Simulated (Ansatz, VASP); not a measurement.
# ZnSe: VASP beside Ansatz

```
Zn Se
1.0
     3.98277    0.00000    0.00000
     0.00000    3.98277    0.00000
     0.00000    0.00000    5.25644
Zn Se
2 2
Cartesian
  0.0000 0.0000 0.0000
  1.9914 1.9914 0.0000
  0.0000 1.9914 1.7670
  1.9914 0.0000 3.4894
```

Alike in both runs: task single point; functional LDA; k mesh 8 × 8 × 6; occupations gaussian, width 0.05 eV; no spin polarisation.

|  | VASP | Ansatz |
| --- | --- | --- |
| version | VASP 6.6.1 | Ansatz 0.2.0 |
| potentials or method | VASP PAW LDA potentials, release 64 (Zn, Se), cutoff 520 eV | scalar-relativistic, plane waves, PAW |
| valence electrons in the cell | 36 | 56 |

Ansatz gave:

```
gap on the k mesh at the Fermi level (eV)                     : 0.33
least direct gap on the mesh (eV)                             : 0.33
pressure (GPa)                                                : -8.0
traceless stress, the component that is largest in VASP (GPa) : -5.75
rms of the force components (eV/Å)                            : 1.037
```

**Question.** Which values does VASP return?

**Answer.** gap on the k mesh at the Fermi level (eV): 0.34; least direct gap on the mesh (eV): 0.34; pressure (GPa): -7.7; traceless stress, the component that is largest in VASP (GPa): -5.75; rms of the force components (eV/Å): 1.026.

LDA's correlation is that of Perdew and Zunger in VASP and of Perdew and Wang (1992) in Ansatz. Atom by atom the forces differ by 0.011 eV/Å (rms over components). VASP's potentials hold 36 valence electrons a cell and Ansatz's 56, so a difference there can come from the potentials and not from the codes.
